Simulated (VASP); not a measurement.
Here is a VASP 6.6.1 calculation.

File INCAR:

```
PREC     = Accurate       # precision mode
ENCUT    = 520            # plane-wave cutoff, eV
EDIFF    = 1E-6           # SCF threshold, eV
ISMEAR   = -1             # smearing method
SIGMA    = 0.05           # smearing width, eV
LREAL    = False          # projectors in reciprocal space
LASPH    = True           # aspherical terms in the spheres
NELM     = 150            # most SCF steps
ALGO     = Normal         # electronic algorithm
ISIF     = 2              # what is computed and relaxed
LWAVE    = False          # write WAVECAR
LCHARG   = True           # write CHGCAR
ISPIN    = 2              # spin polarisation
MAGMOM   = 0 0 4 4        # initial moments
LORBIT   = 11             # projections on sites
LMAXMIX  = 4              # l up to which the mixer works
LDAU     = True           # DFT+U
LDAUTYPE = 2            
LDAUL    = -1 2           # shell
LDAUU    = 0 4            # U, eV
LDAUJ    = 0 0          
LDAUPRINT= 1            
LELF     = True           # ELF
LVHAR    = True         
NBANDS   = 30             # bands
```

The input KPOINTS:

```
Automatic mesh
0
Gamma
  7 7 5
```

Contents of POSCAR:

```
MnSb
1.0
    4.1500000000      0.0000000000      0.0000000000
   -2.0750000000      3.5940054257      0.0000000000
    0.0000000000      0.0000000000      5.7800000000
Sb Mn
2 2
Direct
    0.6666666667      0.3333333333      0.7500000000
    0.3333333333      0.6666666667      0.2500000000
    0.0000000000      0.0000000000      0.5000000000
    0.0000000000      0.0000000000      0.0000000000
```

Potentials or basis: VASP PAW LDA potentials, release 64 (Sb, Mn_pv).

Run with:

```console
$ cat potpaw_LDA.64/Sb/POTCAR potpaw_LDA.64/Mn_pv/POTCAR > POTCAR
$ mpirun -np 1 vasp_std > vasp.out
```

Predict the pressure.

0.3 GPa.

What does it give for the site moments?

Sb -0.17; Mn +4.09 μB.

Eigenvalues of the final occupation matrices:
| site | spin | trace | eigenvalues |
| --- | --- | --- | --- |
| site 3 d | 1 | 4.52 | 0.89 0.89 0.91 0.92 0.92 |
| site 3 d | 2 | 0.47 | 0.03 0.03 0.08 0.16 0.16 |
| site 4 d | 1 | 4.52 | 0.89 0.89 0.91 0.92 0.92 |
| site 4 d | 2 | 0.47 | 0.03 0.03 0.08 0.16 0.16 |

Caveat: spin-orbit coupling is left out, which moves the levels of the heavy elements; the run started ferromagnetic, and an antiferromagnetic order may lie lower in energy; the U is typed as a test and isn't derived for this compound. The state reached can hang on the start; a lower one may exist.
